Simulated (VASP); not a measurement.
Here is a VASP 6.6.1 calculation.

Contents of POSCAR:

```
BaO
1.0
    0.0000000000      2.8233128394      2.8233128394
    2.8233128394      0.0000000000      2.8233128394
    2.8233128394      2.8233128394      0.0000000000
Ba O
1 1
Direct
    0.0000000000      0.0000000000      0.0000000000
    0.5000000000      0.5000000000      0.5000000000
```

File INCAR.step1:

```
ALGO     = Normal         # electronic algorithm
EDIFF    = 1E-5           # SCF threshold, eV
ENCUT    = 660            # plane-wave cutoff, eV
GGA      = PE             # functional
GGA_COMPAT= False        
ISMEAR   = -1             # smearing method
LASPH    = True           # aspherical terms in the spheres
LCHARG   = False          # write CHGCAR
LREAL    = False          # projectors in reciprocal space
LWAVE    = True           # write WAVECAR
NBANDS   = 15             # bands
NELM     = 120            # most SCF steps
PREC     = Accurate       # precision mode
SIGMA    = 0.1            # smearing width, eV
```

Contents of INCAR.step2:

```
ALGO     = Normal         # electronic algorithm
EDIFF    = 1E-6           # SCF threshold, eV
ENCUT    = 660            # plane-wave cutoff, eV
GGA_COMPAT= False        
ISIF     = 2              # what is computed and relaxed
ISMEAR   = -1             # smearing method
ISTART   = 1            
LASPH    = True           # aspherical terms in the spheres
LCHARG   = False          # write CHGCAR
LMIXTAU  = True         
LREAL    = False          # projectors in reciprocal space
LWAVE    = False          # write WAVECAR
METAGGA  = R2SCAN         # meta-GGA
NBANDS   = 15             # bands
NELM     = 120            # most SCF steps
PREC     = Accurate       # precision mode
SIGMA    = 0.1            # smearing width, eV
```

Contents of KPOINTS:

```
k-points
0
Gamma
  11 11 11
```

Potentials or basis: VASP PAW PBE potentials, release 64 (Ba_sv, O).

The run is started by

```bash
$ cat potpaw_PBE.64/Ba_sv/POTCAR potpaw_PBE.64/O/POTCAR > POTCAR
$ cp INCAR.step1 INCAR
$ mpirun -np 1 vasp_std > vasp.out
$ cp INCAR.step2 INCAR
$ mpirun -np 1 vasp_std > vasp.out
```

**Question.** Estimate the pressure.

**Answer.** -2.4 GPa.

**Question.** Predict the band gap on the k mesh.

**Answer.** 2.54 eV (least direct gap 2.61 eV).

Caveat: the PAW data sets were made with another functional, which shifts forces and pressure a little; spin-orbit coupling is left out, which moves the levels of the heavy elements; an odd mesh through Γ misses points on the zone boundary, where band edges can lie.
